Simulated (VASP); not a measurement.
Here is a VASP 6.6.1 calculation.

File INCAR:

```
SYSTEM = NiO
PREC = Accurate ; ENCUT = 700
EDIFF = 1E-6 ; ISMEAR = 0
SIGMA = 0.1 ; LREAL = .FALSE.
LASPH = .TRUE. ; NELM = 200
ALGO = Normal ; ISIF = 2
LWAVE = .FALSE. ; LCHARG = .FALSE.
ISPIN = 2 ; MAGMOM = -0.97 0
LORBIT = 11 ; LMAXMIX = 4
LDAU = .TRUE. ; LDAUTYPE = 2
LDAUL = 2 -1 ; LDAUU = 8 0
LDAUJ = 0 0 ; LDAUPRINT = 1
GGA = PE ; IVDW = 12
NBANDS = 23 ; GGA_COMPAT = .FALSE.
```

KPOINTS

```
Automatic mesh
0
G
  11 11 11
  0 0 0
```

File POSCAR:

```
NiO
1.0
    0.0000000000      2.1247267302      2.1247267302
    2.1247267302      0.0000000000      2.1247267302
    2.1247267302      2.1247267302      0.0000000000
Ni O
1 1
Direct
    0.0000000000      0.0000000000      0.0000000000
    0.5000000000      0.5000000000      0.5000000000
```

Potentials or basis: VASP PAW PBE potentials, release 64 (Ni_sv_GW, O).

Command:

```bash
$ cat potpaw_PBE.64/Ni_sv_GW/POTCAR potpaw_PBE.64/O/POTCAR > POTCAR
$ mpirun -np 1 vasp_std > vasp.out
```

(1) Predict the site moments.

(2) Predict the pressure.

(3) Predict the net moment.

(4) Predict the band gap on the k mesh.

Answers

(1) Ni -1.83; O -0.13 μB.

(2) -2.8 GPa.

(3) -2.00 μB per cell.

(4) 2.25 eV (least direct gap 3.28 eV).

Caveat: an odd mesh through Γ misses points on the zone boundary, where band edges can lie; a cell with one magnetic atom can't hold antiferromagnetic order, which such compounds often take.
